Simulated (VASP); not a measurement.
Wanted: the native input for a VASP 6.6.1 run.

- Task: single point
- Functional: PBEsol
- Potentials or basis: VASP PAW PBE potentials, release 64 (Ta_pv, Cu)
- Cutoff: 520 eV
- k mesh: 9 × 9 × 9
- Occupations: fermi-dirac, width 0.05 eV
- Spin: no spin polarisation
- Dipole correction: no
- Further INCAR settings: ALGO = Fast; EDIFF = 1e-06; NBANDS = 30

The structure of Ta3Cu lies in POSCAR:

```
Ta3Cu
1.0
   -1.9930401043      1.9930401043      4.1799263973
    1.9930401043     -1.9930401043      4.1799263973
    1.9930401043      1.9930401043     -4.1799263973
Ta Cu
3 1
Direct
    0.5000000000      0.5000000000      0.0000000000
    0.2500000000      0.7500000000      0.5000000000
    0.7500000000      0.2500000000      0.5000000000
    0.0000000000      0.0000000000      0.0000000000
```

The input as run:

INCAR

```
ALGO = Fast ; EDIFF = 1E-6
ENCUT = 520 ; GGA = PS
ISIF = 2 ; ISMEAR = -1
LASPH = True ; LCHARG = False
LREAL = False ; LWAVE = False
NBANDS = 30 ; NELM = 60
PREC = Accurate ; SIGMA = 0.05
```

KPOINTS

```
k-points
0
Gamma
  9 9 9
```

Potentials or basis: VASP PAW PBE potentials, release 64 (Ta_pv, Cu).

Run with:

```sh
$ cat potpaw_PBE.64/Ta_pv/POTCAR potpaw_PBE.64/Cu/POTCAR > POTCAR
$ mpirun -np 1 vasp_std > vasp.out
```

It gave:

| Property | Result |
| --- | --- |
| Pressure | -2.0 GPa |
| Band gap on the k mesh | zero (band 22 reaches 6.90 eV, above the bottom of band 23 at 5.54 eV) |

Caveat: the PAW data sets were made with another functional, which shifts forces and pressure a little; spin-orbit coupling is left out, which moves the levels of the heavy elements.

Run time: 2.3 min on 1 thread of Intel(R) Xeon(R) 6975P-C (Granite Rapids), on a shared host, peak memory 0.33 GiB.
